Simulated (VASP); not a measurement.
**Li3Si2N: single point with PBE**

Crystal: Li3Si2N.

```
CELL_PARAMETERS angstrom
2.39699 1.38391 3.91218
-2.39699 1.38391 3.91218
0.00000 -2.76781 3.91218
ATOMIC_POSITIONS crystal
Li 0.50000 0.50000 0.00000
Li 0.00000 0.50000 0.50000
Li 0.50000 0.00000 0.50000
Si 0.14769 0.14769 0.14769
Si 0.85231 0.85231 0.85231
N 0.00000 0.00000 0.00000
```

| Item | Value |
| --- | --- |
| Program | VASP 6.6.1 |
| Task | single point |
| Functional | PBE |
| Potentials or basis | VASP PAW PBE potentials, release 64 (Li_sv, Si, N) |
| Cutoff | 520 eV |
| k mesh | 6 × 6 × 6 |
| Occupations | gaussian, width 0.1 eV |
| Spin | no spin polarisation |

The band gap on the k mesh is zero (band 11 reaches 5.71 eV, above the bottom of band 12 at 5.21 eV).

Levels at points of the mesh, in eV from the Fermi level:
| k point | band 7 | band 8 | band 9 | band 10 | band 11 | band 12 | band 13 | band 14 | band 15 | band 16 |
| --- | --- | --- | --- | --- | --- | --- | --- | --- | --- | --- |
| (0.00, 0.00, 0.00) | -4.76 | -4.76 | -3.34 | -2.03 | -2.03 | 1.52 | 1.52 | 2.19 | 2.27 | 4.43 |
| (0.50, 0.00, 0.00) | -6.24 | -4.55 | -2.98 | -2.57 | -0.59 | 0.79 | 2.14 | 2.30 | 4.34 | 5.01 |
| (0.50, 0.50, 0.00) | -5.69 | -5.67 | -3.14 | -2.37 | -0.05 | 1.73 | 1.77 | 3.65 | 3.96 | 4.97 |
| (0.50, 0.50, 0.50) | -5.46 | -4.64 | -3.35 | -0.18 | 0.21 | 0.21 | 0.81 | 0.81 | 1.05 | 6.02 |

It took 25 s on 1 thread of Intel(R) Xeon(R) 6975P-C (Granite Rapids), on a shared host, peak memory 0.22 GiB.
